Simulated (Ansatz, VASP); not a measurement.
**FeCo in VASP and in Ansatz**

```xyz
2
Lattice="2.8330 0.0000 0.0000 0.0000 2.8330 0.0000 0.0000 0.0000 2.8330" Properties=species:S:1:pos:R:3 pbc="T T T"
Fe    1.4165    1.4165    1.4165
Co    0.0000    0.0000    0.0000
```

Change from the starting cell: volume scaled by 0.975.

Alike in both runs: task single point; functional PBE; k mesh 13 × 13 × 13; occupations fermi-dirac, width 0.05 eV; collinear spin.

```csv
,VASP,Ansatz
version,VASP 6.6.1,Ansatz 0.2.0
potentials or method,"VASP PAW PBE potentials, release 64 (Fe, Co), cutoff 600 eV","all-electron LAPW, scalar-relativistic"
```

```csv
,VASP,Ansatz,Ansatz less VASP
pressure (GPa),1.8,2.5,+0.63
net moment per atom (μB),2.24,2.26,+0.011
size of the moment on the site where the two differ most (μB),1.75,1.81,+0.060
```

Site moments also hang on the region over which each program counts them. Ansatz ran all-electron here, and VASP with PAW potentials.
